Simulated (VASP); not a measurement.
Al3Pd: single point with PBE

Crystal: Al3Pd.

```xyz
4
Lattice="2.9238 0.0000 0.0000 -1.4619 2.5321 0.0000 0.0000 0.0000 9.2987" Properties=species:S:1:pos:R:3 pbc="T T T"
Al    1.4619    0.8440    0.0000
Al    1.4619    0.8440    6.6450
Al    1.4619    0.8440    2.6537
Pd    0.0000    0.0000    4.6494
```

| Quantity | Value |
| --- | --- |
| Program | VASP 6.6.1 |
| Task | single point |
| Functional | PBE |
| Potentials or basis | VASP PAW PBE potentials, release 64 (Al, Pd) |
| Cutoff | 520 eV |
| k mesh | 18 × 18 × 6 |
| Occupations | gaussian, width 0.1 eV |
| Spin | no spin polarisation |
| Dipole correction | no |
| Further INCAR settings | ALGO = Fast; EDIFF = 1e-06; NBANDS = 18 |

| Quantity | Value |
| --- | --- |
| Pressure | 0.0 GPa |

Levels at points of the mesh, in eV from the Fermi level:
| k point | band 7 | band 8 | band 9 | band 10 | band 11 | band 12 | band 13 | band 14 |
| --- | --- | --- | --- | --- | --- | --- | --- | --- |
| (0.00, 0.00, 0.00) | -3.05 | -2.67 | -2.67 | -1.43 | 4.86 | 6.72 | 11.04 | 11.04 |
| (0.50, 0.00, 0.00) | -2.80 | -2.10 | -1.50 | -1.39 | 0.38 | 2.71 | 3.07 | 4.42 |
| (0.00, 0.00, 0.50) | -3.46 | -2.67 | -2.67 | 0.46 | 2.55 | 8.84 | 11.07 | 11.07 |
| (0.50, 0.00, 0.50) | -3.17 | -1.39 | -1.21 | -0.94 | 0.13 | 1.24 | 2.82 | 5.79 |

Run time: 92 s on 1 thread of AMD EPYC 9R45 96-Core Processor (Zen 5) (shared host), peak memory 0.29 GiB.
